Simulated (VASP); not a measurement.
A run of VASP 6.6.1 is set up as follows.

INCAR

```
SYSTEM = B
PREC     = Accurate       ! precision mode
ENCUT    = 520            ! plane-wave cutoff, eV
EDIFF    = 1E-6           ! SCF threshold, eV
ISMEAR   = 0              ! smearing method
SIGMA    = 0.1            ! smearing width, eV
LREAL    = .False.        ! projectors in reciprocal space
LASPH    = .True.         ! aspherical terms in the spheres
NELM     = 80             ! most SCF steps
ALGO     = Normal         ! electronic algorithm
ISIF     = 2              ! what is computed and relaxed
LWAVE    = .False.        ! write WAVECAR
LCHARG   = .False.        ! write CHGCAR
GGA      = PE             ! functional
NBANDS   = 30             ! bands
```

KPOINTS

```
regular mesh
0
Gamma
  4 4 4
  0 0 0
```

The input POSCAR:

```
B
1.0
    2.7398460300     -4.4811724400      0.0000000000
    2.7398460300      4.4811724400      0.0000000000
   -1.4395387300      0.0000000000      4.0000843500
B
12
Direct
    0.8789378800      0.4572746800      0.8074150600
    0.5427253200      0.1210621200      0.6925849400
    0.1210621200      0.5427253200      0.1925849400
    0.4572746800      0.8789378800      0.3074150600
    0.1936866600      0.4284146600      0.8280985500
    0.5715853400      0.8063133400      0.6719014500
    0.8063133400      0.5715853400      0.1719014500
    0.4284146600      0.1936866600      0.3280985500
    0.4341453400      0.3084540200      0.9670283900
    0.6915459800      0.5658546600      0.5329716100
    0.5658546600      0.6915459800      0.0329716100
    0.3084540200      0.4341453400      0.4670283900
```

Potentials or basis: VASP PAW PBE potentials, release 64 (B).

The run is started by

```console
$ cat potpaw_PBE.64/B/POTCAR > POTCAR
$ mpirun -np 1 vasp_std > vasp.out
```

Q: Predict the band gap on the k mesh.

A: Zero (bands 18 and 19 overlap by 0.64 eV).

Q: Estimate the largest force.

A: 2.220 eV/Å.

Stress tensor (GPa, compression positive):
```
21.17  0.00  1.20
 0.00 -1.31  0.00
 1.20  0.00 14.62
```

Caveat: the k points lie up to 0.39 Å⁻¹ apart, too coarse for converged energies and pressures of a metal; forces of over 1 eV/Å act on the atoms, so gaps and moduli don't describe the material at rest.
